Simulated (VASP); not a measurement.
# EuS (Fm-3m) in VASP: single point with r2SCAN+U

Aim: the single point of EuS with r2SCAN+U.

All numbers are computed with VASP 6.6.1; they aren't measurements. Logs are shortened: lines on timing, memory, paths and dates and some standing lists are left out, and cuts for length are marked.

## 1. The cell of the first run

It takes space group Fm-3m (No. 225, cubic). The conventional cell has a = 5.957 Å, b = 5.957 Å, c = 5.957 Å, α = 90.00°, β = 90.00°, γ = 90.00°. Eu (site symmetry m-3m) has 6 S at 2.98 Å within 3.9 Å. Within 3.9 Å of S (site symmetry m-3m) lie 6 Eu at 2.98 Å.

## 2. Single point, r2SCAN+U, collinear spin, ferromagnetic start

POSCAR

```
EuS
1.0
    0.0000000000      2.9785018700      2.9785018700
    2.9785018700      0.0000000000      2.9785018700
    2.9785018700      2.9785018700      0.0000000000
Eu S
1 1
Direct
    0.5000000000      0.5000000000      0.5000000000
    0.0000000000      0.0000000000      0.0000000000
```

INCAR.step1

```
PREC = Accurate ; ENCUT = 800
ISMEAR = 0 ; SIGMA = 0.05
LREAL = F ; LASPH = T
NELM = 200 ; ISPIN = 2
MAGMOM = 7.22 -0.17 ; NUPDOWN = 6.3
LMAXMIX = 6 ; LDAU = T
LDAUTYPE = 2 ; LDAUL = 3 -1
LDAUU = 3 0 ; LDAUJ = 0 0
NBANDS = 22 ; GGA = PE
ALGO = Normal ; EDIFF = 1E-5
LWAVE = T ; LCHARG = F
GGA_COMPAT = F
```

INCAR.step2

```
PREC = Accurate ; ENCUT = 800
EDIFF = 1E-6 ; ISMEAR = 0
SIGMA = 0.05 ; LREAL = F
LASPH = T ; NELM = 200
ALGO = Normal ; ISIF = 2
LWAVE = F ; LCHARG = F
ISPIN = 2 ; MAGMOM = 7.22 -0.17
LORBIT = 11 ; NUPDOWN = 6.3
LMAXMIX = 6 ; LDAU = T
LDAUTYPE = 2 ; LDAUL = 3 -1
LDAUU = 3 0 ; LDAUJ = 0 0
LDAUPRINT = 1 ; METAGGA = R2SCAN
LMIXTAU = T ; NBANDS = 22
ISTART = 1 ; GGA_COMPAT = F
```

KPOINTS

```
regular mesh
0
Gamma
  6 6 6
```

Potentials or basis: VASP PAW PBE potentials, release 64 (Eu, S).

Command:

```
> cat potpaw_PBE.64/Eu/POTCAR potpaw_PBE.64/S/POTCAR > POTCAR
> cp INCAR.step1 INCAR
> mpirun -np 1 vasp_std > vasp.out
> cp INCAR.step2 INCAR
> mpirun -np 1 vasp_std > vasp.out
```

OUTCAR:

```text
PREC = Accurate
   ENCUT = 800
   EDIFF = 1E-6
   ISMEAR = 0
   LREAL = F
   LASPH = T
   NELM = 200
   ISIF = 2
   ISPIN = 2
   LORBIT = 11
   NUPDOWN = 6.3
   METAGGA = R2SCAN
   ISTART = 1

 ion  position               nearest neighbor table
   1  0.500  0.500  0.500-   2 2.98   2 2.98   2 2.98   2 2.98   2 2.98   2 2.98
   2  0.000  0.000  0.000-   1 2.98   1 2.98   1 2.98   1 2.98   1 2.98   1 2.98

  LATTYP: Found a face centered cubic cell.
 ALAT       =     5.9570037400

  Lattice vectors:

 A1 = (   0.0000000000,   2.9785018700,   2.9785018700)
 A2 = (   2.9785018700,   0.0000000000,   2.9785018700)
 A3 = (   2.9785018700,   2.9785018700,   0.0000000000)

Analysis of symmetry for initial positions (statically):
=====================================================================
 Subroutine PRICEL returns:
 Original cell was already a primitive cell.

 Routine SETGRP: Setting up the symmetry group for a
 face centered cubic supercell.

 Subroutine GETGRP returns: Found 48 space group operations
 (whereof 48 operations were pure point group operations)
 out of a pool of 48 trial point group operations.

The static configuration has the point symmetry O_h .

Analysis of symmetry for dynamics (positions and initial velocities):
=====================================================================
 Subroutine PRICEL returns:
 Original cell was already a primitive cell.

 Routine SETGRP: Setting up the symmetry group for a
 face centered cubic supercell.

 Subroutine GETGRP returns: Found 48 space group operations
 (whereof 48 operations were pure point group operations)
 out of a pool of 48 trial point group operations.

The dynamic configuration has the point symmetry O_h .

Analysis of structural, dynamic, and magnetic symmetry:
=====================================================================
 Subroutine PRICEL returns:
 Original cell was already a primitive cell.
[... 176 lines left out ...]
  o =  0.8853  v =  0.0026 -0.0000  0.0020 -0.1630 -0.6042 -0.0000  0.7800  0.0000  0.0000  0.0000  0.0000  0.0000  0.0000  0.0000      0.0000  0.0000  0.0000  0.0000  0.0000  0.0000  0.0000  0.0000  0.0000  0.0000  0.0000  0.0000  0.0000  0.0000
  o =  0.9806  v =  0.0000  0.0000 -0.0000  0.0000  0.0564  0.9974  0.0437  0.0000  0.0000  0.0000  0.0000  0.0000  0.0000  0.0000      0.0000  0.0000  0.0000  0.0000  0.0000  0.0000  0.0000  0.0000  0.0000  0.0000  0.0000  0.0000  0.0000  0.0000
  o =  0.9806  v = -0.6109 -0.0000  0.7887 -0.0000  0.0543 -0.0049  0.0420  0.0000  0.0000  0.0000  0.0000  0.0000  0.0000  0.0000      0.0000  0.0000  0.0000  0.0000  0.0000  0.0000  0.0000  0.0000  0.0000  0.0000  0.0000  0.0000  0.0000  0.0000
  o =  0.9806  v = -0.0421 -0.0000  0.0544  0.0000 -0.7867  0.0712 -0.6094  0.0000  0.0000  0.0000  0.0000  0.0000  0.0000  0.0000      0.0000  0.0000  0.0000  0.0000  0.0000  0.0000  0.0000  0.0000  0.0000  0.0000  0.0000  0.0000  0.0000  0.0000
  o =  0.9814  v =  0.0000 -1.0000 -0.0000  0.0000  0.0000 -0.0000  0.0000  0.0000  0.0000  0.0000  0.0000  0.0000  0.0000  0.0000      0.0000  0.0000  0.0000  0.0000  0.0000  0.0000  0.0000  0.0000  0.0000  0.0000  0.0000  0.0000  0.0000  0.0000

 number of electron      23.0000002 magnetization       6.3000002

 Free energy of the ion-electron system (eV)
  ---------------------------------------------------
  ext. energy  EPLUGINS =         0.00000000
  ---------------------------------------------------
  free energy    TOTEN  =       -51.49996500 eV

  energy without entropy =      -51.49618618  energy(sigma->0) =      -51.49807559

 E-fermi :   5.5169     XC(G=0): -10.1520

 val. band max:        5.3610412308   @ k =   0.3333   0.1667   0.0000
 cond. band min:       2.5115887627   @ k =  -0.1667   0.1667   0.0000
 fundamental gap:     -2.8494524681
 Fermi energy:         2.4953426096

 spin component 1

 k-point     1 :       0.0000    0.0000    0.0000
  band No.  band energies     occupation
      1     -39.0011      1.00000
      2     -17.0065      1.00000
      3     -17.0065      1.00000
      4     -17.0065      1.00000
      5      -9.8541      1.00000
      6       1.0154      1.00000
[... 389 lines left out ...]
     21      10.2101      0.00000
     22      12.4604      0.00000
 Fermi energy:         5.5168529752

 spin component 2

 k-point     1 :       0.0000    0.0000    0.0000
  band No.  band energies     occupation
      1     -35.4738      1.00000
      2     -14.6107      1.00000
      3     -14.6107      1.00000
      4     -14.6107      1.00000
      5      -9.9834      1.00000
      6       1.3607      1.00000
[... 389 lines left out ...]
     21      11.3618      0.00000
     22      13.3222      0.00000

------------------------ aborting loop because EDIFF is reached ----------------------------------------

  FORCE on cell =-STRESS in cart. coord.  units (eV):
  Direction    XX          YY          ZZ          XY          YZ          ZX
  --------------------------------------------------------------------------------------
  -------------------------------------------------------------------------------------
  Total       -1.3243417     -1.3243417     -1.3243417     -0.0000000      0.0000000      0.0000000
  in kB      -40.1501340    -40.1501340    -40.1501340     -0.0000000      0.0000000      0.0000000
  external PRESSURE =     -40.1501340 kB  Pullay stress =       0.0000000 kB

 VOLUME and BASIS-vectors are now :
 -----------------------------------------------------------------------------
  energy-cutoff  :      800.00
  volume of cell :       52.85
      direct lattice vectors                 reciprocal lattice vectors
     0.000000000  2.978501870  2.978501870    -0.167869628  0.167869628  0.167869628
     2.978501870  0.000000000  2.978501870     0.167869628 -0.167869628  0.167869628
     2.978501870  2.978501870  0.000000000     0.167869628  0.167869628 -0.167869628

 POSITION                                       TOTAL-FORCE (eV/Angst)
 -----------------------------------------------------------------------------------
      2.97850      2.97850      2.97850        -0.000000     -0.000000      0.000000
      0.00000      0.00000      0.00000         0.000000      0.000000     -0.000000
 -----------------------------------------------------------------------------------
    total drift:                               -0.000000     -0.000000      0.000000

  FREE ENERGIE OF THE ION-ELECTRON SYSTEM (eV)
  ---------------------------------------------------
  free  energy   TOTEN  =       -51.4999650011 eV

  energy  without entropy=      -51.4961861804  energy(sigma->0) =      -51.49807559

 total charge

# of ion       s       p       d       f       tot
--------------------------------------------------
    1        2.034   5.793   0.320   6.587  14.734
    2        1.306   2.448   0.000   0.000   3.754
--------------------------------------------------
tot          3.339   8.242   0.320   6.587  18.488

 magnetization (x)

# of ion       s       p       d       f       tot
--------------------------------------------------
    1       -0.027  -0.194  -0.047   6.559   6.291
    2       -0.007  -0.082   0.000   0.000  -0.089
--------------------------------------------------
tot         -0.034  -0.276  -0.047   6.559   6.202
```

OSZICAR.step1:

```text
N       E                     dE             d eps       ncg     rms          rms(c)
DAV:   1     0.178066813969E+03    0.17807E+03   -0.10602E+04  1990   0.567E+03
DAV:   2     0.168518914632E+02   -0.16121E+03   -0.13994E+03  1928   0.518E+02
DAV:   3    -0.111401370132E+02   -0.27992E+02   -0.27465E+02  2100   0.131E+02
DAV:   4    -0.144149262087E+02   -0.32748E+01   -0.32442E+01  2738   0.327E+01
DAV:   5    -0.145796494997E+02   -0.16472E+00   -0.16455E+00  2158   0.904E+00    0.285E+01
DAV:   6    -0.190309435953E+02   -0.44513E+01   -0.53098E+00  1954   0.498E+01    0.178E+01
DAV:   7    -0.188612114799E+02    0.16973E+00   -0.59525E+00  2032   0.823E+01    0.128E+01
DAV:   8    -0.188593533529E+02    0.18581E-02   -0.31392E-01  2402   0.898E+00    0.655E+00
DAV:   9    -0.188425127128E+02    0.16841E-01   -0.94273E-02  2612   0.653E+00    0.405E+00
DAV:  10    -0.188572187340E+02   -0.14706E-01   -0.20618E-02  2414   0.164E+00    0.174E+00
DAV:  11    -0.188577321768E+02   -0.51344E-03   -0.23548E-03  2588   0.627E-01    0.907E-01
DAV:  12    -0.188578797184E+02   -0.14754E-03   -0.46439E-04  2202   0.334E-01    0.354E-01
DAV:  13    -0.188578910227E+02   -0.11304E-04   -0.19163E-04  2606   0.317E-01    0.175E-01
DAV:  14    -0.188579022672E+02   -0.11245E-04   -0.44835E-05  2170   0.629E-02    0.398E-02
DAV:  15    -0.188579034915E+02   -0.12243E-05   -0.18465E-06  1052   0.253E-02
   1 F= -.18857903E+02 E0= -.18855952E+02  d E =-.390210E-02  mag=     6.3001
```

It took 6.4 min on 1 thread of Intel Xeon Platinum 8375C at 2.90GHz (Ice Lake), shared host; peak memory 0.36 GiB.

What came out:

| Item | Value |
| --- | --- |
| Free energy | -51.5000 eV |
| Pressure | -4.0 GPa |
| Net moment | 6.30 μB per cell |
| Site moments | Eu +6.29; S -0.09 μB |
| Valence electrons inside the program's atomic spheres | Eu 14.73; S 3.75 |

Eigenvalues of the final occupation matrices:
```tsv
site	spin	trace	eigenvalues
site 1 f	1	6.58	0.89 0.89 0.89 0.98 0.98 0.98 0.98
site 1 f	2	0.01	0.00 0.00 0.00 0.00 0.00 0.00 0.00
```

Caveat: the cell stands under tension; the PAW data sets were made with another functional, which shifts forces and pressure a little; spin-orbit coupling is left out, which moves the levels of the heavy elements; the total moment is fixed, so each spin has its own Fermi level; a cell with one magnetic atom can't hold antiferromagnetic order, which such compounds often take. The state reached can hang on the start; a lower one may exist.
